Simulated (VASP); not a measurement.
TaN (d.b), 2 atoms in the cell. It takes space group P-6m2 (No. 187, hexagonal). The conventional cell has a = 2.905 Å, b = 2.905 Å, c = 2.855 Å, α = 90.00°, β = 90.00°, γ = 120.00°. Ta (site symmetry -6m2) has 6 N at 2.20 Å and 2 Ta at 2.86 Å within 2.9 Å. Within 2.9 Å of N (site symmetry -6m2) lie 6 Ta at 2.20 Å and 2 N at 2.86 Å. 

| Item | Value |
| --- | --- |
| Program | VASP 6.6.1 |
| Task | single point |
| Functional | PBEsol |
| Dispersion | D3(BJ) |
| Potentials or basis | VASP PAW PBE potentials, release 64 (Ta_pv, N) |
| Cutoff | 520 eV |
| k mesh | 9 × 9 × 8 |
| Occupations | gaussian, width 0.1 eV |
| Spin | no spin polarisation |
| Dipole correction | no |
| Further INCAR settings | ALGO = Normal; EDIFF = 1e-06; NBANDS = 15 |

Potentials or basis: VASP PAW PBE potentials, release 64 (Ta_pv, N).

Run with:

```bash
$ cat potpaw_PBE.64/Ta_pv/POTCAR potpaw_PBE.64/N/POTCAR > POTCAR
$ mpirun -np 1 vasp_std > vasp.out
```

Hardware: 1 thread of Intel(R) Xeon(R) 6975P-C (Granite Rapids), with other jobs on the host.

Problem. How long does it take, and how much memory?

Solution. Wall time 11 s on 1 thread of Intel(R) Xeon(R) 6975P-C (Granite Rapids), on a shared host, peak memory 0.15 GiB. Counts: scf iterations 13, k points 60.
